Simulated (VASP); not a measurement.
A run of VASP 6.6.1 is set up as follows.

The input INCAR:

```
SYSTEM = Ga3Se
PREC = Accurate
ENCUT = 520
EDIFF = 1E-7
ISMEAR = -1
SIGMA = 0.05
LREAL = .FALSE.
LASPH = .TRUE.
NELM = 80
ALGO = Normal
ISIF = 2
LWAVE = .FALSE.
LCHARG = .FALSE.
GGA = PS
NBANDS = 30
```

KPOINTS

```
Automatic mesh
0
G
  6 6 6
  0 0 0
```

Contents of POSCAR:

```
Ga3Se
1.0
    4.3057892896      0.0000000000      0.0000000000
    0.0000000000      4.3057892896      0.0000000000
    0.0000000000      0.0000000000      4.3057892896
Se Ga
1 3
Direct
    0.0000000000      0.0000000000      0.0000000000
    0.5000000000      0.5000000000      0.0000000000
    0.5000000000      0.0000000000      0.5000000000
    0.0000000000      0.5000000000      0.5000000000
```

Potentials or basis: VASP PAW PBE potentials, release 64 (Se, Ga_d).

The run is started by

```bash
$ cat potpaw_PBE.64/Se/POTCAR potpaw_PBE.64/Ga_d/POTCAR > POTCAR
$ mpirun -np 1 vasp_std > vasp.out
```

**Question.** Predict the pressure.

**Answer.** 0.2 GPa.

**Question.** What does it give for the band gap on the k mesh?

**Answer.** Zero (an odd number of electrons rules out a gap without spin polarisation).

Caveat: the PAW data sets were made with another functional, which shifts forces and pressure a little.
